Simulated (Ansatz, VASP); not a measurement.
# One calculation of W, two programs

```xyz
1
Lattice="-1.5973 1.5973 1.5973 1.5973 -1.5973 1.5973 1.5973 1.5973 -1.5973" Properties=species:S:1:pos:R:3 pbc="T T T"
W     0.0000    0.0000    0.0000
```

Alike in both runs: task single point; functional r2SCAN; k mesh 20 × 20 × 20; occupations gaussian, width 0.15 eV; no spin polarisation.

|  | VASP | Ansatz |
| --- | --- | --- |
| version | VASP 6.6.1 | Ansatz 0.2.0 |
| potentials or method | VASP PAW PBE potentials, release 64 (W_sv), cutoff 520 eV | scalar-relativistic, plane waves, PAW |
| valence electrons in the cell | 14 | 14 |

|  | VASP | Ansatz | Ansatz less VASP |
| --- | --- | --- | --- |
| gap on the k mesh at the Fermi level (eV) | none | none | - |
| pressure (GPa) | -6.4 | -7.5 | -1.11 |

VASP's potentials were made for PBE, not for r2SCAN. A gap of «none» marks a metal or a gap that the smearing closes. With one functional, cell and mesh, what is left measures potentials, basis and numerics.

Spin-orbit coupling is off throughout.
